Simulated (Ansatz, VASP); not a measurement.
# GaP: VASP beside Ansatz

Contents of INCAR:

```
SYSTEM = GaP
PREC     = Accurate       ! precision mode
ENCUT    = 520            ! plane-wave cutoff, eV
EDIFF    = 1E-6           ! SCF threshold, eV
ISMEAR   = 0              ! smearing method
SIGMA    = 0.05           ! smearing width, eV
LREAL    = .FALSE.        ! projectors in reciprocal space
LASPH    = .TRUE.         ! aspherical terms in the spheres
NELM     = 60             ! most SCF steps
ALGO     = Normal         ! electronic algorithm
ISIF     = 2              ! what is computed and relaxed
LWAVE    = .FALSE.        ! write WAVECAR
LCHARG   = .TRUE.         ! write CHGCAR
GGA      = CA             ! functional
LELF     = .TRUE.         ! ELF
LVHAR    = .TRUE.       
NBANDS   = 26             ! bands
```

KPOINTS

```
regular mesh
0
G
  9 9 9
  0 0 0
```

POSCAR

```
GaP
1.0
    1.9929871667      1.1506516772      5.8621724521
   -1.9929871667      1.1506516772      5.8621724521
    0.0000000000     -2.3013033544      5.8621724521
Ga P
2 2
Direct
    0.4359784395      0.4359784395      0.4359784395
    0.5640215605      0.5640215605      0.5640215605
    0.0580350955      0.0580350955      0.0580350955
    0.9419649045      0.9419649045      0.9419649045
```

Input for Ansatz:

```yaml
crystal:
  lattice:
    - [1.9929871667, 1.1506516772, 5.8621724521]
    - [-1.9929871667, 1.1506516772, 5.8621724521]
    - [0.0, -2.3013033544, 5.8621724521]
  atoms:
    - { symbol: Ga, position: [0.4359784395, 0.4359784395, 0.4359784395] }
    - { symbol: Ga, position: [0.5640215605, 0.5640215605, 0.5640215605] }
    - { symbol: P, position: [0.0580350955, 0.0580350955, 0.0580350955] }
    - { symbol: P, position: [0.9419649045, 0.9419649045, 0.9419649045] }
basis:
  ecutwfc: 420
kpoints:
  mp_grid: { grid: [9, 9, 9] }
hamiltonian:
  xc: lda
  pseudopotentials: { kind: paw, azcp: { folder: soft_1 } }
scf:
  occupations: { method: gaussian, width: 0.05 }
output:
  forces: true
  stress: true
  eigenvalues: true
```

Alike in both runs: task single point; functional LDA; k mesh 9 × 9 × 9; occupations gaussian, width 0.05 eV; no spin polarisation.

```csv
,VASP,Ansatz
version,VASP 6.6.1,Ansatz 0.2.0
potentials or method,"VASP PAW LDA potentials, release 64 (Ga_d, P), cutoff 520 eV","scalar-relativistic, plane waves, PAW"
valence electrons in the cell,36,36
```

Ansatz gave:

- gap on the k mesh at the Fermi level (eV): 0.15
- least direct gap on the mesh (eV): 0.19
- pressure (GPa): 1.0
- traceless stress, the component that is largest in VASP (GPa): 18.36
- rms of the force components (eV/Å): 1.044

Task: What did VASP give for the same quantities?

Result: gap on the k mesh at the Fermi level (eV): 0.15; least direct gap on the mesh (eV): 0.19; pressure (GPa): 1.1; traceless stress, the component that is largest in VASP (GPa): 18.28; rms of the force components (eV/Å): 1.022.

Ansatz warns that its potentials were made for another functional, while VASP's fit it. LDA's correlation is that of Perdew and Zunger in VASP and of Perdew and Wang (1992) in Ansatz. Atom by atom the forces differ by 0.031 eV/Å (rms over components).
